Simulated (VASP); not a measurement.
# W8AuC8 in VASP: single point with PBEsol

Aim: the single point of W8AuC8 with PBEsol.

Everything below comes from runs of VASP 6.6.1. Logs are shortened: lines on timing, memory, paths and dates and some standing lists are left out, and cuts for length are marked.

### 1 The cell of the first run

The cell holds a slab with vacuum, 17 atoms: a = 5.710 Å, b = 5.710 Å, c = 15.205 Å, α = 90.00°, β = 90.00°, γ = 120.00°.

### 2 Single point, PBEsol

Input file INCAR:

```
PREC = Accurate ; ENCUT = 520
EDIFF = 1E-6 ; ISMEAR = 0
SIGMA = 0.1 ; LREAL = False
LASPH = True ; NELM = 120
ALGO = Normal ; ISIF = 2
LWAVE = False ; LCHARG = True
GGA = PS ; LELF = True
LVHAR = True ; NBANDS = 92
GGA_COMPAT = False ; NELMDL = -8
```

Input file KPOINTS:

```
Automatic mesh
0
Gamma
  5 5 1
```

Input file POSCAR:

```
W8AuC8
1.0
    5.7102600000      0.0000000000      0.0000000000
   -2.8551300000      4.9452300000      0.0000000000
    0.0000000000      0.0000000000     15.2045300000
W C Au
8 8 1
Direct
    0.0000000000      0.0000000000      0.0657698725
    0.0028486112      0.0013667716      0.2527350730
    0.0000000000      0.5000000000      0.0657698725
    0.0042650452      0.4995347031      0.2553646183
    0.5000000000      0.0000000000      0.0657698725
    0.5029572546     -0.0003275884      0.2541033495
    0.5000000000      0.5000000000      0.0657698725
    0.5010577229      0.4984833870      0.2511843510
    0.3336879280      0.1658021973      0.1518081125
    0.3345912597      0.1697478176      0.3264508669
    0.3339036984      0.6660887360      0.1530847714
    0.3432810843      0.6692946536      0.3316773356
    0.8346618313      0.1673910010      0.1530024276
    0.8345948605      0.1655716721      0.3293347443
    0.8347016334      0.6662492948      0.1536724910
    0.8373229266      0.6685414025      0.3335000819
    0.6832510884      0.6883190468      0.4456394903
```

Potentials or basis: VASP PAW PBE potentials, release 64 (W_sv, C, Au).

Started as:

```sh
cat potpaw_PBE.64/W_sv/POTCAR potpaw_PBE.64/C/POTCAR potpaw_PBE.64/Au/POTCAR > POTCAR
mpirun -np 1 vasp_std > vasp.out
```

OUTCAR:

```text
PREC = Accurate
   ENCUT = 520
   EDIFF = 1E-6
   ISMEAR = 0
   LREAL = False
   LASPH = True
   NELM = 120
   ISIF = 2
   GGA = PS
   NELMDL = -8

 ion  position               nearest neighbor table
   1  0.000  0.000  0.066-   9 2.11  13 2.11  15 2.12   2 2.84   7 2.86   3 2.86   3 2.86   7 2.86
                             5 2.86   5 2.86
   2  0.003  0.001  0.253-  10 1.99  14 2.01  16 2.05  15 2.24  13 2.24   9 2.24   4 2.84   8 2.84
                             1 2.84   6 2.85   6 2.86   8 2.87   4 2.87  17 3.44
   3  0.000  0.500  0.066-  13 2.11  15 2.12  11 2.12   5 2.86   1 2.86   1 2.86   5 2.86   7 2.86
                             7 2.86   4 2.88
   4  0.004  0.500  0.255-  14 2.00  12 2.04  16 2.04  11 2.25  13 2.26  15 2.27   8 2.84   2 2.84
                             6 2.85   6 2.86   2 2.87   8 2.87   3 2.88
   5  0.500  0.000  0.066-   9 2.10  11 2.12  13 2.12   7 2.86   3 2.86   7 2.86   3 2.86   1 2.86
                             1 2.86   6 2.86
   6  0.503  1.000  0.254-  14 2.00  10 2.00  12 2.02  13 2.25  11 2.25   9 2.27   2 2.85   4 2.85
                             8 2.85   8 2.86   4 2.86   2 2.86   5 2.86
   7  0.500  0.500  0.066-   9 2.11  11 2.11  15 2.13   8 2.82   1 2.86   5 2.86   5 2.86   1 2.86
                             3 2.86   3 2.86
   8  0.501  0.498  0.251-  10 1.99  12 2.03  16 2.08  15 2.22  11 2.23   9 2.23   7 2.82   4 2.84
                             2 2.84   6 2.85   6 2.86   2 2.87   4 2.87  17 3.14
   9  0.334  0.166  0.152-   5 2.10   1 2.11   7 2.11   8 2.23   2 2.24   6 2.27
  10  0.335  0.170  0.326-   2 1.99   8 1.99   6 2.00
  11  0.334  0.666  0.153-   7 2.11   3 2.12   5 2.12   8 2.23   4 2.25   6 2.25
  12  0.343  0.669  0.332-   6 2.02   8 2.03   4 2.04  17 2.56
  13  0.835  0.167  0.153-   3 2.11   1 2.11   5 2.12   2 2.24   6 2.25   4 2.26
  14  0.835  0.166  0.329-   4 2.00   6 2.00   2 2.01
  15  0.835  0.666  0.154-   3 2.12   1 2.12   7 2.13   8 2.22   2 2.24   4 2.27
  16  0.837  0.669  0.334-  17 1.95   4 2.04   2 2.05   8 2.08
  17  0.683  0.688  0.446-  16 1.95  12 2.56   8 3.14   2 3.44

  LATTYP: Found a hexagonal cell.
 ALAT       =     5.7102600000
 C/A-ratio  =     2.6626686000

  Lattice vectors:

 A1 = (   5.7102600000,   0.0000000000,   0.0000000000)
 A2 = (  -2.8551300000,   4.9452300000,   0.0000000000)
 A3 = (   0.0000000000,   0.0000000000,  15.2045300000)

Analysis of symmetry for initial positions (statically):
=====================================================================
 Subroutine PRICEL returns:
 Original cell was already a primitive cell.

 Routine SETGRP: Setting up the symmetry group for a
 hexagonal supercell.

 Subroutine GETGRP returns: Found  1 space group operations
 (whereof  1 operations were pure point group operations)
 out of a pool of 24 trial point group operations.

[... 142 lines left out ...]
   PSTRESS=    0.0 pullay stress
   NELECT =     155.0000    total number of electrons
   NUPDOWN=      -1.0000    fix difference up-down
   EMIN   =  10.00;   EMAX   =-10.00  energy-range for DOS
   EFERMI =   0.00;   METHOD = LEGACY
   ISMEAR =     0;   SIGMA  =   0.10  broadening in eV -4-tet -1-fermi 0-gaus
   EFERMI_NEDOS =   21; number of points for ismear=-14 and -15
   IALGO  =     38    algorithm
   IMIX   =      4    mixing-type and parameters
     AMIX     =   0.40;   BMIX     =  1.00
     AMIX_MAG =   1.60;   BMIX_MAG =  1.00
  volume/ion in A,a.u.               =      25.26       170.44
  Fermi-wavevector in a.u.,A,eV,Ry     =   1.165682  2.202820 18.487809  1.358816
  Thomas-Fermi vector in A             =   2.302205
   LORBIT       =      0    0 simple, 1 ext, 2 COOP (PROOUT), +10 PAW based schemes
   GGA     = PS    functional components
   LHFCALC =     F    Hartree Fock is set to
   AEXX    =    0.0000 exact exchange contribution
   IVDW    =     0    specifies the selected vdW correction
   LEPSILON=     F    determine dielectric tensor
   LRPA    =     F    only Hartree local field effects (RPA)
 non-spin polarized calculation
 Gauss-broadening in eV      SIGMA  =   0.10
  energy-cutoff  :      520.00
  volume of cell :      429.35
 maximum number of plane-waves:     11613
   NGX = 21   NGY = 21   NGZ = 57

 number of electron     155.0000007 magnetization

 Free energy of the ion-electron system (eV)
  ---------------------------------------------------
  ext. energy  EPLUGINS =         0.00000000
  ---------------------------------------------------
  free energy    TOTEN  =      -175.13874935 eV

  energy without entropy =     -175.09790677  energy(sigma->0) =     -175.11832806

 E-fermi :   1.7688     XC(G=0):  -7.2596

 val. band max:        1.6772926171   @ k =   0.2000   0.2000   0.0000
 cond. band min:       1.7914219725   @ k =   0.0000   0.2000   0.0000
 fundamental gap:      0.1141293554
 Fermi energy:         1.7687750354

 k-point     1 :       0.0000    0.0000    0.0000
  band No.  band energies     occupation
      1     -72.1097      2.00000
      2     -72.0698      2.00000
      3     -72.0420      2.00000
      4     -72.0362      2.00000
      5     -72.0343      2.00000
      6     -72.0040      2.00000
[... 1185 lines left out ...]
     88       3.9962      0.00000
     89       4.0475      0.00000
 [bands above 89 left out]

------------------------ aborting loop because EDIFF is reached ----------------------------------------

  FORCE on cell =-STRESS in cart. coord.  units (eV):
  Direction    XX          YY          ZZ          XY          YZ          ZX
  --------------------------------------------------------------------------------------
  -------------------------------------------------------------------------------------
  Total       12.9091974     14.4676615      0.4080125      0.0166753      0.0586211     -1.8881792
  in kB       48.1719742     53.9875407      1.5225397      0.0622257      0.2187505     -7.0459315
  external PRESSURE =      34.5606849 kB  Pullay stress =       0.0000000 kB

 VOLUME and BASIS-vectors are now :
 -----------------------------------------------------------------------------
  energy-cutoff  :      520.00
  volume of cell :      429.35
      direct lattice vectors                 reciprocal lattice vectors
     5.710260000  0.000000000  0.000000000     0.175123374  0.101107532  0.000000000
    -2.855130000  4.945230000  0.000000000     0.000000000  0.202215064  0.000000000
     0.000000000  0.000000000 15.204530000     0.000000000  0.000000000  0.065769873

 POSITION                                       TOTAL-FORCE (eV/Angst)
 -----------------------------------------------------------------------------------
      0.00000      0.00000      1.00000         0.005881     -0.097150     -0.142662
      0.01236      0.00676      3.84272         0.003617     -0.022644     -0.024772
     -1.42756      2.47261      1.00000         0.030797      0.049681      0.226241
     -1.40188      2.47031      3.88270         0.011870      0.006723     -0.002947
      2.85513      0.00000      1.00000         0.080173     -0.021224     -0.034476
      0.01782      4.94361      3.86352         0.014084     -0.004427     -0.026757
[... 9 lines left out ...]
      2.87256      3.30609      5.07071         0.070297      0.012586     -0.014537
      1.93630      3.40390      6.77574        -0.479876      0.000845     -0.084596
 -----------------------------------------------------------------------------------
    total drift:                               -0.000069      0.000153      0.000536

  FREE ENERGIE OF THE ION-ELECTRON SYSTEM (eV)
  ---------------------------------------------------
  free  energy   TOTEN  =      -175.1387493518 eV

  energy  without entropy=     -175.0979067650  energy(sigma->0) =     -175.11832806
```

stdout:

```text
POSCAR found type information on POSCAR W C Au
 POSCAR found :  3 types and      17 ions
 scaLAPACK will be used
 -----------------------------------------------------------------------------
|                                                                             |
|                                                                             |
|     You have a (more or less) 'large supercell' and for larger cells it     |
|     might be more efficient to use real-space projection operators.         |
|     Therefore, try LREAL= Auto in the INCAR file.                           |
|     Mind: For very accurate calculation, you might also keep the            |
|     reciprocal projection scheme (i.e. LREAL=.FALSE.).                      |
|                                                                             |
 -----------------------------------------------------------------------------

 -----------------------------------------------------------------------------
|                                                                             |
|                                                                             |
|     You enforced a specific xc type in the INCAR file but a different       |
|     I HOPE YOU KNOW WHAT YOU ARE DOING!                                     |
|                                                                             |
 -----------------------------------------------------------------------------

 LDA part: xc-table for (Slater+PW92), standard interpolation
 POSCAR, INCAR and KPOINTS ok, starting setup
 FFT: planning ... GRIDC
 FFT: planning ... GRID_SOFT
 FFT: planning ... GRID
 WAVECAR not read
 entering main loop
```

Run time: 22 min. Hardware: 1 thread of Intel Xeon 8259CL, shared host; peak memory 0.71 GiB.

What came out:

| Property | Result |
| --- | --- |
| Free energy | -175.1387 eV |
| Largest force | 0.487 eV/Å |
| Band gap on the k mesh | zero (an odd number of electrons rules out a gap without spin polarisation) |

Forces in eV/Å, atoms in the order of the input:
```
W    0.006 -0.097 -0.143
W    0.004 -0.023 -0.025
W    0.031  0.050  0.226
W    0.012  0.007 -0.003
W    0.080 -0.021 -0.034
W    0.014 -0.004 -0.027
W    0.115  0.059 -0.188
W    0.023  0.015 -0.057
C    0.002 -0.003 -0.007
C    0.027 -0.001  0.104
C    0.005 -0.002  0.005
C    0.059  0.014  0.146
C    0.003  0.003 -0.002
C    0.019 -0.007  0.106
C    0.010 -0.003 -0.002
C    0.070  0.013 -0.015
Au  -0.480  0.001 -0.085
```

Levels at points of the mesh, in eV from the Fermi level:
```
           k point  band 74  band 75  band 76  band 77  band 78  band 79  band 80  band 81  band 82  band 83
(0.00, 0.00, 0.00)    -0.60     0.23     0.26     0.47     0.48     0.49     1.09     1.18     1.21     1.66
```

Caveat: there is no dipole correction, which matters where the two faces differ; the PAW data sets were made with another functional, which shifts forces and pressure a little; spin-orbit coupling is left out, which moves the levels of the heavy elements; an odd number of electrons without spin polarisation forces a metal; a magnetic or distorted state may lie lower.

The gap in the log of VASP goes by the Fermi energy; the results here count the filled bands.